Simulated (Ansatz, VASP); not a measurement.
**H: VASP beside Ansatz**

```
CELL_PARAMETERS angstrom
10.00000 0.00000 0.00000
0.00000 10.00000 0.00000
0.00000 0.00000 10.00000
ATOMIC_POSITIONS crystal
H 0.50000 0.50000 0.46100
H 0.50000 0.50000 0.53900
```

Alike in both runs: task single point; functional PBE; dispersion D3(BJ); k mesh 1 × 1 × 1; occupations gaussian, width 0.02 eV; no spin polarisation.

|  | VASP | Ansatz |
| --- | --- | --- |
| version | VASP 6.6.1 | Ansatz 0.2.0 |
| potentials or method | VASP PAW PBE potentials, release 64 (H) | scalar-relativistic, plane waves, PAW |
| plane-wave cutoff (eV) | 400 | 420 |
| valence electrons in the cell | 2 | 2 |

```tsv
	VASP	Ansatz	Ansatz less VASP
gap on the k mesh at the Fermi level (eV)	9.99	9.99	+0.005
```
